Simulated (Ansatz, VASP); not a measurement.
MoP in VASP and in Ansatz

The input INCAR:

```
SYSTEM = MoP
PREC = Accurate ; ENCUT = 520
EDIFF = 1E-6 ; ISMEAR = 0
SIGMA = 0.1 ; LREAL = .False.
LASPH = .True. ; NELM = 60
ALGO = Normal ; ISIF = 2
LWAVE = .False. ; LCHARG = .False.
LDIPOL = .True. ; IDIPOL = 3
DIPOL = 0.5 0.5 0.344 ; GGA = PS
NBANDS = 38
```

File KPOINTS:

```
regular mesh
0
Gamma
  12 12 1
  0 0 0
```

Contents of POSCAR:

```
MoP
1.0
    3.2062346808      0.0000000000      0.0000000000
   -1.6031173404      2.7766806841      0.0000000000
    0.0000000000      0.0000000000     33.5905553092
P Mo
3 3
Direct
    0.3333333333      0.6666666667      0.2253588601
    0.3333333333      0.6666666667      0.3213300990
    0.3333333333      0.6666666667      0.4176468175
    0.0000000000      0.0000000000      0.2726088035
    0.0000000000      0.0000000000      0.3679618403
    0.0000000000      0.0000000000      0.4600611546
```

Input for Ansatz:

```yaml
crystal:
  lattice:
    - [3.2062346808, 0.0, 0.0]
    - [-1.6031173404, 2.7766806841, 0.0]
    - [0.0, 0.0, 33.5905553092]
  atoms:
    - { symbol: P, position: [0.3333333333, 0.6666666667, 0.2253588601] }
    - { symbol: Mo, position: [0.0, 0.0, 0.2726088035] }
    - { symbol: P, position: [0.3333333333, 0.6666666667, 0.321330099] }
    - { symbol: Mo, position: [0.0, 0.0, 0.3679618403] }
    - { symbol: P, position: [0.3333333333, 0.6666666667, 0.4176468175] }
    - { symbol: Mo, position: [0.0, 0.0, 0.4600611546] }
basis:
  ecutwfc: 420
kpoints:
  mp_grid: { grid: [12, 12, 1] }
hamiltonian:
  xc: pbesol
scf:
  occupations: { method: gaussian, width: 0.1 }
output:
  forces: true
  stress: true
  eigenvalues: true
  write_density: true
  write_potential: true
  elf: true
  volumetric_format: npy
efield:
  axis: 3
  dipole_correction: true
  ramp_width: 0.04
```

Alike in both runs: task single point; functional PBEsol; k mesh 12 × 12 × 1; occupations gaussian, width 0.1 eV; no spin polarisation.

|  | VASP | Ansatz |
| --- | --- | --- |
| version | VASP 6.6.1 | Ansatz 0.2.0 |
| potentials or method | VASP PAW PBE potentials, release 64 (P, Mo_sv), cutoff 520 eV | scalar-relativistic, plane waves, PAW |
| valence electrons in the cell | 57 | 57 |

|  | VASP | Ansatz | Ansatz less VASP |
| --- | --- | --- | --- |
| gap on the k mesh at the Fermi level (eV) | none | none | - |
| rms of the force components (eV/Å) | 0.129 | 0.134 | +0.0050 |

VASP's potentials were made for PBE, not for PBEsol. A gap of «none» marks a metal or a gap that the smearing closes. Ansatz's warnings: xc potential rough in thin density.
